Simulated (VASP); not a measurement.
A run of VASP 6.6.1 is set up as follows.

Contents of INCAR:

```
SYSTEM = NaBI4
ALGO = Fast
EDIFF = 1E-6
ENCUT = 520
GGA = PE
ISIF = 2
ISMEAR = 0
LASPH = .TRUE.
LCHARG = .TRUE.
LELF = .TRUE.
LREAL = .FALSE.
LVHAR = .TRUE.
LWAVE = .FALSE.
NBANDS = 28
NELM = 100
PREC = Accurate
SIGMA = 0.1
```

KPOINTS

```
k-points
0
G
  8 8 6
  0 0 0
```

File POSCAR:

```
NaBI4
1.0
    5.0018721966      0.0000000000      0.0000000000
    0.0000000000      5.0018721966      0.0000000000
    0.0000000000      0.0000000000      8.4003126975
Na B I
1 1 4
Direct
    0.5000000000      0.5000000000      0.5000000000
    0.0000000000      0.0000000000      0.0000000000
    0.5000000000      0.0000000000      0.7684325995
    0.0000000000      0.5000000000      0.2315674005
    0.5000000000      0.0000000000      0.2315674005
    0.0000000000      0.5000000000      0.7684325995
```

Potentials or basis: VASP PAW PBE potentials, release 64 (Na_pv, B, I).

The run is started by

```sh
$ cat potpaw_PBE.64/Na_pv/POTCAR potpaw_PBE.64/B/POTCAR potpaw_PBE.64/I/POTCAR > POTCAR
$ mpirun -np 1 vasp_std > vasp.out
```

Task: Predict the pressure.

Result: 0.0 GPa.

Task: Estimate the band gap on the k mesh.

Result: Zero (bands 19 and 20 overlap by 1.44 eV).

Caveat: spin-orbit coupling is left out, which moves the levels of the heavy elements.
